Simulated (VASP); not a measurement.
A run of VASP 6.6.1 is set up as follows.

INCAR

```
ALGO = Normal ; EDIFF = 1E-6
ENCUT = 520 ; GGA = PS
ISIF = 2 ; ISMEAR = -1
LASPH = True ; LCHARG = True
LELF = True ; LREAL = False
LVHAR = True ; LWAVE = False
NBANDS = 11 ; NELM = 60
PREC = Accurate ; SIGMA = 0.05
```

Contents of KPOINTS:

```
k-points
0
Gamma
  11 11 11
```

Contents of POSCAR:

```
Ca
1.0
    0.0558840000      2.8221420000      2.8221420000
    2.8221420000      0.0558840000      2.8221420000
    2.8221420000      2.8221420000      0.0558840000
Ca
1
Direct
    0.0000000000      0.0000000000      0.0000000000
```

Potentials or basis: VASP PAW PBE potentials, release 64 (Ca_sv).

The run is started by

```sh
$ cat potpaw_PBE.64/Ca_sv/POTCAR > POTCAR
$ mpirun -np 1 vasp_std > vasp.out
```

What does it give for the pressure?

-1.2 GPa.

Predict the band gap on the k mesh.

zero (band 5 reaches 1.95 eV, above the bottom of band 6 at 1.52 eV).

Stress tensor (GPa, compression positive):
```
-1.16 -0.29 -0.29
-0.29 -1.16 -0.29
-0.29 -0.29 -1.16
```

Caveat: the cell differs from its parent crystal (equal xy, yz and zx shear strains of +2 %); the PAW data sets were made with another functional, which shifts forces and pressure a little.
